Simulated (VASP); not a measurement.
# B33N32 (a cell with a defect) in VASP: single point with r2SCAN

Aim: the single point of B33N32 (a cell with a defect) with r2SCAN.

All numbers are computed with VASP 6.6.1; they aren't measurements. Logs are shortened: lines on timing, memory, paths and dates and some standing lists are left out, and cuts for length are marked.

## Step 1: The cell of the first run

The cell holds a defect, 65 atoms: a = 7.212 Å, b = 7.212 Å, c = 7.212 Å, α = 90.00°, β = 90.00°, γ = 90.00°.

## Step 2: Single point, r2SCAN, collinear spin

Input file POSCAR:

```
B33N32
1.0
    7.2115910000      0.0000000000      0.0000000000
    0.0000000000      7.2115910000      0.0000000000
    0.0000000000      0.0000000000      7.2115910000
B N
33 32
Direct
    0.0003760000      0.0011090000      0.0000010000
    0.0004420000      0.0011580000      0.4996070000
    0.0003940000      0.5011740000      0.0000180000
    0.0005710000      0.5012740000      0.5000910000
    0.4999850000      0.0011580000      0.0000720000
    0.5005050000      0.0012450000      0.5001290000
    0.5004750000      0.5012750000      0.0001840000
    0.5004790000      0.3943780000      0.5001370000
    0.2490430000      0.2510330000      0.0004690000
    0.2404650000      0.2410000000      0.4972450000
    0.2491050000      0.7512190000      0.9995570000
    0.2409070000      0.7615480000      0.5020490000
    0.7517100000      0.2512020000      0.9995070000
    0.7604320000      0.2410010000      0.5024680000
    0.7516820000      0.7512200000      0.0007560000
    0.7601210000      0.7614240000      0.4975320000
    0.2476760000      0.0003330000      0.2472960000
    0.2479800000      0.0019310000      0.7525630000
    0.2476570000      0.5002870000      0.2472690000
    0.2477040000      0.5023070000      0.7528320000
    0.7529340000      0.0019370000      0.2476070000
    0.7530410000      0.0005800000      0.7526620000
    0.7532070000      0.5023120000      0.2473300000
    0.7532860000      0.5002920000      0.7529000000
    0.0008500000      0.2510370000      0.2486620000
    0.9998850000      0.2511990000      0.7513290000
    0.9999300000      0.7512180000      0.2487220000
    0.0011290000      0.7512200000      0.7513000000
    0.4976300000      0.2410030000      0.2400870000
    0.5028490000      0.2409970000      0.7600560000
    0.5024260000      0.7615470000      0.2405420000
    0.4979100000      0.7614250000      0.7597590000
    0.5002580000      0.6053750000      0.4999610000
    0.1251370000      0.1269640000      0.1247570000
    0.1223540000      0.1242320000      0.6261690000
    0.1254250000      0.6260930000      0.1250450000
    0.1265200000      0.6264500000      0.6245690000
    0.6265510000      0.1242350000      0.1219750000
    0.6274870000      0.1232960000      0.6271080000
    0.6249510000      0.6264540000      0.1261390000
    0.6346920000      0.6463490000      0.6343000000
    0.3763300000      0.3766490000      0.1260060000
    0.3665150000      0.3560110000      0.6346170000
    0.3749550000      0.8788150000      0.1218830000
    0.3740400000      0.8799490000      0.6271310000
    0.8759740000      0.3769370000      0.1250460000
    0.8751550000      0.3766770000      0.6247240000
    0.8762030000      0.8760050000      0.1248770000
    0.8790360000      0.8787350000      0.6263180000
    0.3739070000      0.1231910000      0.3735260000
    0.3750060000      0.1242530000      0.8788290000
    0.3666550000      0.6473970000      0.3662580000
    0.3764260000      0.6264010000      0.8748070000
    0.8792070000      0.1242560000      0.3746250000
    0.8762370000      0.1270160000      0.8758580000
    0.8751870000      0.6264010000      0.3760470000
    0.8759890000      0.6261490000      0.8756090000
    0.1263970000      0.3766530000      0.3759430000
    0.1254240000      0.3769350000      0.8755950000
    0.1222540000      0.8788150000      0.3745700000
    0.1252520000      0.8759990000      0.8758280000
    0.6349700000      0.3560350000      0.3661570000
    0.6251090000      0.3766790000      0.8747680000
    0.6275050000      0.8799590000      0.3736660000
    0.6267030000      0.8787370000      0.8786650000
```

Input file INCAR.step1:

```
SYSTEM = B33N32
ALGO     = Normal         ! electronic algorithm
EDIFF    = 1E-4           ! SCF threshold, eV
ENCUT    = 520            ! plane-wave cutoff, eV
GGA      = PE             ! functional
ISMEAR   = -1             ! smearing method
ISPIN    = 2              ! spin polarisation
ISYM     = 0            
LASPH    = .TRUE.         ! aspherical terms in the spheres
LCHARG   = .FALSE.        ! write CHGCAR
LREAL    = Auto         
LWAVE    = .TRUE.         ! write WAVECAR
MAGMOM   = 0 0 0 0 0 0 0 0.333 0 0 0 0 0 0 0 0 0 0 0 0 0 0 0 0 0 0 0 0 0 0 0 0 0.333 0 0 0 0 0 0 0 0.333 0 0 0 0 0 0 0 0 0 0 0 0 0 0 0 0 0 0 0 0 0 0 0 0 ! initial moments
NBANDS   = 172            ! bands
NELECT   = 257.0        
NELM     = 150            ! most SCF steps
PREC     = Accurate       ! precision mode
SIGMA    = 0.05           ! smearing width, eV
```

Input file INCAR.step2:

```
SYSTEM = B33N32
ALGO     = Normal         ! electronic algorithm
EDIFF    = 1E-6           ! SCF threshold, eV
ENCUT    = 520            ! plane-wave cutoff, eV
ISIF     = 2              ! what is computed and relaxed
ISMEAR   = -1             ! smearing method
ISPIN    = 2              ! spin polarisation
ISTART   = 1            
ISYM     = 0            
LASPH    = .TRUE.         ! aspherical terms in the spheres
LCHARG   = .FALSE.        ! write CHGCAR
LMIXTAU  = .TRUE.       
LORBIT   = 11             ! projections on sites
LREAL    = Auto         
LWAVE    = .FALSE.        ! write WAVECAR
MAGMOM   = 0 0 0 0 0 0 0 0.333 0 0 0 0 0 0 0 0 0 0 0 0 0 0 0 0 0 0 0 0 0 0 0 0 0.333 0 0 0 0 0 0 0 0.333 0 0 0 0 0 0 0 0 0 0 0 0 0 0 0 0 0 0 0 0 0 0 0 0 ! initial moments
METAGGA  = R2SCAN         ! meta-GGA
NBANDS   = 172            ! bands
NELECT   = 257.0        
NELM     = 150            ! most SCF steps
PREC     = Accurate       ! precision mode
SIGMA    = 0.05           ! smearing width, eV
```

Input file KPOINTS:

```
Automatic mesh
0
Gamma
  1 1 1
  0.25 0.25 0.25
```

Potentials or basis: VASP PAW PBE potentials, release 64 (B, N).

Launch:

```
> cat potpaw_PBE.64/B/POTCAR potpaw_PBE.64/N/POTCAR > POTCAR
> cp INCAR.step1 INCAR
> mpirun -np 1 vasp_std > vasp.out
> cp INCAR.step2 INCAR
> mpirun -np 1 vasp_std > vasp.out
```

OUTCAR:

```text
SYSTEM = B33N32
   EDIFF = 1E-6
   ENCUT = 520
   ISIF = 2
   ISMEAR = -1
   ISPIN = 2
   ISTART = 1
   ISYM = 0
   LASPH = .TRUE.
   LORBIT = 11
   LREAL = Auto
   METAGGA = R2SCAN
   NELECT = 257.0
   NELM = 150
   PREC = Accurate

 ion  position               nearest neighbor table
   1  0.000  0.001  0.000-  48 1.56  61 1.56  55 1.56  34 1.56
   2  0.000  0.001  0.500-  60 1.54  54 1.54  49 1.54  35 1.55
   3  0.000  0.501  0.000-  46 1.56  59 1.56  57 1.56  36 1.56
   4  0.001  0.501  0.500-  56 1.56  58 1.56  47 1.56  37 1.56
   5  0.500  0.001  0.000-  44 1.54  51 1.54  65 1.54  38 1.55
   6  0.501  0.001  0.500-  64 1.56  45 1.56  50 1.56  39 1.57
   7  0.500  0.501  0.000-  53 1.56  42 1.56  63 1.56  40 1.56
   8  0.500  0.394  0.500-  43 1.40  62 1.40  33 1.52
   9  0.249  0.251  0.000-  34 1.55  59 1.56  51 1.56  42 1.58
  10  0.240  0.241  0.497-  35 1.52  58 1.55  50 1.56  43 1.58
  11  0.249  0.751  1.000-  61 1.55  36 1.56  44 1.56  53 1.57
  12  0.241  0.762  0.502-  60 1.51  37 1.55  52 1.57  45 1.57
  13  0.752  0.251  1.000-  55 1.55  38 1.56  46 1.56  63 1.57
  14  0.760  0.241  0.502-  54 1.51  47 1.56  39 1.56  62 1.57
[... 16 lines left out ...]
  31  0.502  0.762  0.241-  44 1.51  40 1.55  52 1.57  64 1.57
  32  0.498  0.761  0.760-  65 1.52  53 1.55  45 1.56  41 1.57
  33  0.500  0.605  0.500-  52 1.40  41 1.40   8 1.52
  34  0.125  0.127  0.125-  17 1.55   9 1.55  25 1.55   1 1.56
  35  0.122  0.124  0.626-  10 1.52   2 1.55  18 1.56  26 1.56
  36  0.125  0.626  0.125-  19 1.54  11 1.56  27 1.56   3 1.56
  37  0.127  0.626  0.625-  12 1.55  20 1.56   4 1.56  28 1.57
  38  0.627  0.124  0.122-  29 1.52   5 1.55  21 1.56  13 1.56
  39  0.627  0.123  0.627-  22 1.56  30 1.56  14 1.56   6 1.57
[... 24 lines left out ...]
  64  0.628  0.880  0.374-  21 1.56   6 1.56  16 1.56  31 1.57
  65  0.627  0.879  0.879-  32 1.52   5 1.54  22 1.56  15 1.56

IMPORTANT INFORMATION: All symmetrisations will be switched off!
NOSYMM: (Re-)initialisation of all symmetry stuff for point group C_1.

----------------------------------------------------------------------------------------

                                     Primitive cell

  volume of cell :     375.0535

  direct lattice vectors                    reciprocal lattice vectors
     7.211591000  0.000000000  0.000000000     0.138665656  0.000000000  0.000000000
     0.000000000  7.211591000  0.000000000     0.000000000  0.138665656  0.000000000
     0.000000000  0.000000000  7.211591000     0.000000000  0.000000000  0.138665656

  length of vectors
     7.211591000  7.211591000  7.211591000     0.138665656  0.138665656  0.138665656

  position of ions in fractional coordinates (direct lattice)
     0.000376000  0.001109000  0.000001000
     0.000442000  0.001158000  0.499607000
     0.000394000  0.501174000  0.000018000
     0.000571000  0.501274000  0.500091000
     0.499985000  0.001158000  0.000072000
     0.500505000  0.001245000  0.500129000
[... 57 lines left out ...]
     0.627505000  0.879959000  0.373666000
     0.626703000  0.878737000  0.878665000

  ion indices of the primitive-cell ions
   primitive index   ion index
                 1           1
                 2           2
                 3           3
                 4           4
                 5           5
                 6           6
[... 57 lines left out ...]
                64          64
                65          65

----------------------------------------------------------------------------------------

 KPOINTS: Automatic mesh

[... 61 lines left out ...]
   ISMEAR =    -1;   SIGMA  =   0.05  broadening in eV -4-tet -1-fermi 0-gaus
   EFERMI_NEDOS =   21; number of points for ismear=-14 and -15
   IALGO  =     38    algorithm
   IMIX   =      4    mixing-type and parameters
     AMIX     =   0.40;   BMIX     =  1.00
     AMIX_MAG =   1.60;   BMIX_MAG =  1.00
  volume/ion in A,a.u.               =       5.77        38.94
  Fermi-wavevector in a.u.,A,eV,Ry     =   1.443294  2.727430 28.342260  2.083097
  Thomas-Fermi vector in A             =   2.561718
   LORBIT       =     11    0 simple, 1 ext, 2 COOP (PROOUT), +10 PAW based schemes
   METAGGA = R2SCAN    functional components
   LHFCALC =     F    Hartree Fock is set to
   AEXX    =    0.0000 exact exchange contribution
   IVDW    =     0    specifies the selected vdW correction
   LEPSILON=     F    determine dielectric tensor
   LRPA    =     F    only Hartree local field effects (RPA)
 spin polarized calculation
  energy-cutoff  :      520.00
  volume of cell :      375.05
 maximum number of plane-waves:     10107
 NGX is ok and might be reduce to    54
   NGX = 27   NGY = 27   NGZ = 27

 number of electron     257.0000046 magnetization       0.9999993

 Free energy of the ion-electron system (eV)
  ---------------------------------------------------
  ext. energy  EPLUGINS =         0.00000000
  ---------------------------------------------------
  free energy    TOTEN  =      -629.48508229 eV

  energy without entropy =     -629.48508189  energy(sigma->0) =     -629.48508209

 E-fermi :   8.8716     XC(G=0): -13.7100

 val. band max:        8.1115115001   @ k =  -0.2500  -0.2500   0.2500
 cond. band min:       9.6309490275   @ k =   0.2500   0.2500   0.2500
 fundamental gap:      1.5194375274
 Fermi energy:         8.8716241226

 spin component 1

 k-point     1 :       0.2500    0.2500    0.2500
  band No.  band energies     occupation
      1     -13.7938      1.00000
      2     -12.8508      1.00000
      3     -12.7158      1.00000
      4     -12.6149      1.00000
      5     -11.8386      1.00000
      6     -11.6845      1.00000
[... 561 lines left out ...]
    139      16.0065      0.00000
    140      16.1344      0.00000
 Fermi energy:         8.8716241226

 spin component 2

 k-point     1 :       0.2500    0.2500    0.2500
  band No.  band energies     occupation
      1     -13.7261      1.00000
      2     -12.7728      1.00000
      3     -12.6763      1.00000
      4     -12.5858      1.00000
      5     -11.7905      1.00000
      6     -11.6533      1.00000
[... 561 lines left out ...]
    139      16.1417      0.00000
    140      16.2716      0.00000
 [bands above 140 left out]

------------------------ aborting loop because EDIFF is reached ----------------------------------------

  FORCE on cell =-STRESS in cart. coord.  units (eV):
  Direction    XX          YY          ZZ          XY          YZ          ZX
  --------------------------------------------------------------------------------------
  -------------------------------------------------------------------------------------
  Total        0.5723721     16.3378167      0.5712801     -0.3027388     -0.3170261     -0.2195158
  in kB        2.4450954     69.7929150      2.4404304     -1.2932587     -1.3542919     -0.9377415
  external PRESSURE =      24.8928136 kB  Pullay stress =       0.0000000 kB

 VOLUME and BASIS-vectors are now :
 -----------------------------------------------------------------------------
  energy-cutoff  :      520.00
  volume of cell :      375.05
      direct lattice vectors                 reciprocal lattice vectors
     7.211591000  0.000000000  0.000000000     0.138665656  0.000000000  0.000000000
     0.000000000  7.211591000  0.000000000     0.000000000  0.138665656  0.000000000
     0.000000000  0.000000000  7.211591000     0.000000000  0.000000000  0.138665656

 POSITION                                       TOTAL-FORCE (eV/Angst)
 -----------------------------------------------------------------------------------
      0.00271      0.00800      0.00001         0.044882      0.060023      0.044419
      0.00319      0.00835      3.60296         0.045866      0.051647      0.193832
      0.00284      3.61426      0.00013         0.052191      0.060275      0.051339
      0.00412      3.61498      3.60645         0.035915      0.049637      0.051640
      3.60569      0.00835      0.00052         0.194838      0.051094      0.044731
      3.60944      0.00898      3.60673         0.050458      0.047492      0.049987
[... 57 lines left out ...]
      4.52531      6.34590      2.69473        -0.054793     -0.059419     -0.071916
      4.51953      6.33709      6.33657        -0.190795     -0.078133     -0.059205
 -----------------------------------------------------------------------------------
    total drift:                                0.003235      0.003384     -0.002995

  FREE ENERGIE OF THE ION-ELECTRON SYSTEM (eV)
  ---------------------------------------------------
  free  energy   TOTEN  =      -629.4850822942 eV

  energy  without entropy=     -629.4850818904  energy(sigma->0) =     -629.48508209

 total charge

# of ion       s       p       d       tot
------------------------------------------
    1        0.681   1.341   0.000   2.022
    2        0.694   1.389   0.000   2.083
    3        0.682   1.346   0.000   2.027
    4        0.679   1.337   0.000   2.015
    5        0.694   1.390   0.000   2.083
    6        0.679   1.337   0.000   2.017
[... 57 lines left out ...]
   64        1.230   2.789   0.000   4.018
   65        1.231   2.812   0.000   4.043
--------------------------------------------------
tot         62.213 134.222   0.000 196.435

 magnetization (x)

# of ion       s       p       d       tot
------------------------------------------
    1       -0.000  -0.000   0.000  -0.000
    2        0.001   0.004   0.000   0.006
    3       -0.000  -0.001   0.000  -0.001
    4        0.000   0.000   0.000   0.000
    5        0.001   0.004   0.000   0.006
    6       -0.000  -0.000   0.000  -0.000
[... 57 lines left out ...]
   64        0.000   0.000   0.000   0.000
   65        0.001   0.005   0.000   0.006
--------------------------------------------------
tot          0.080   0.820   0.000   0.900
```

Wall time 87 min (1 thread of Oxide Virtual Turin-like, shared host); peak memory 0.77 GiB.

What came out:

```
Free energy                                           : -629.4851 eV
Largest force                                         : 0.586 eV/Å
Net moment                                            : 1.00 μB per cell
Site moments                                          : B -0.00, +0.01, +0.00, +0.26 (each value once); N +0.00, +0.01, -0.00, +0.06, +0.07 (each value once) μB
Valence electrons inside the program's atomic spheres : B 2.02, 2.08, 2.03, 2.31, 2.05, 1.99, 2.04, 2.30 (each value once); N 4.03, 4.04, 4.01, 4.02, 4.05, 4.06 (each value once)
```

Forces on the atoms (eV/Å):
```
B    0.045  0.060  0.044
B    0.046  0.052  0.194
B    0.052  0.060  0.051
B    0.036  0.050  0.052
B    0.195  0.051  0.045
B    0.050  0.047  0.050
B    0.053  0.049  0.037
B    0.017  0.231  0.011
B    0.033  0.069  0.059
B   -0.030 -0.014  0.170
B    0.037  0.070  0.039
B   -0.044  0.099  0.077
B    0.063  0.023  0.064
B    0.112  0.024  0.017
B    0.066  0.090  0.018
B    0.121  0.087  0.177
B    0.065  0.085  0.065
B    0.023  0.053  0.047
B   -0.017  0.047 -0.017
B   -0.010  0.055  0.110
B    0.048  0.053  0.023
B    0.059  0.027  0.059
B    0.108  0.055 -0.008
B    0.080  0.040  0.080
B    0.059  0.068  0.032
B    0.064  0.023  0.062
B    0.039  0.070  0.038
B    0.017  0.091  0.066
B    0.170 -0.013 -0.029
B    0.018  0.023  0.113
B    0.080  0.099 -0.046
B    0.178  0.087  0.119
B    0.136 -0.130  0.131
N   -0.043 -0.055 -0.043
N   -0.038 -0.030 -0.148
N   -0.031 -0.062 -0.030
N   -0.028 -0.050 -0.052
N   -0.149 -0.029 -0.038
N   -0.032 -0.059 -0.032
N   -0.053 -0.050 -0.027
N   -0.416 -0.015 -0.412
N   -0.052 -0.048 -0.031
N    0.230 -0.025 -0.296
N   -0.062 -0.080 -0.017
N   -0.072 -0.058 -0.055
N   -0.067 -0.045 -0.027
N   -0.066 -0.068 -0.066
N   -0.054 -0.062 -0.039
N   -0.058 -0.078 -0.189
N   -0.073 -0.062 -0.072
N   -0.046 -0.038 -0.082
N    0.212 -0.135  0.217
N   -0.066 -0.050 -0.087
N   -0.083 -0.037 -0.046
N   -0.059 -0.042 -0.059
N   -0.087 -0.050 -0.066
N   -0.055 -0.084 -0.055
N   -0.032 -0.048 -0.051
N   -0.028 -0.045 -0.066
N   -0.016 -0.080 -0.061
N   -0.039 -0.061 -0.054
N   -0.296 -0.027  0.231
N   -0.067 -0.068 -0.065
N   -0.055 -0.059 -0.072
N   -0.191 -0.078 -0.059
```

Caveat: the cell carries a net charge on a neutralising background, which shifts energy and pressure; the cell is charged against a uniform background, so pressure and absolute levels hang on convention; the PAW data sets were made with another functional, which shifts forces and pressure a little.
